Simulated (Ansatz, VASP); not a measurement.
**CdS: VASP beside Ansatz**

```xyz
4
Lattice="4.1963 0.0000 0.0000 -2.0982 3.6341 0.0000 0.0000 0.0000 6.8304" Properties=species:S:1:pos:R:3 pbc="T T T"
Cd    0.0000    2.4227   -0.2514
Cd    2.0982    1.2114    3.1638
S     0.0000    2.4227    2.8265
S     2.0982    1.2114    6.2417
```

Change from the starting cell: polar distortion scaled by 0.40.

Alike in both runs: task single point; functional PBE; k mesh 9 × 9 × 4; no spin polarisation.

|  | VASP | Ansatz |
| --- | --- | --- |
| version | VASP 6.6.1 | Ansatz 0.2.0 |
| potentials or method | VASP PAW PBE potentials, release 64 (Cd_sv_GW, S), cutoff 540 eV | scalar-relativistic, plane waves, PAW |
| occupations | gaussian, width 0.01 eV | fixed |
| valence electrons in the cell | 52 | 52 |

```tsv
	VASP	Ansatz	Ansatz less VASP
gap on the k mesh at the Fermi level (eV)	1.33	1.33	+0.003
least direct gap on the mesh (eV)	1.33	1.33	+0.003
pressure (GPa)	1.5	2.5	+1.01
traceless stress, the component that is largest in VASP (GPa)	-4.45	-4.47	-0.019
rms of the force components (eV/Å)	0.301	0.302	+0.0011
```

Atom by atom the forces differ by 0.001 eV/Å (rms over components).
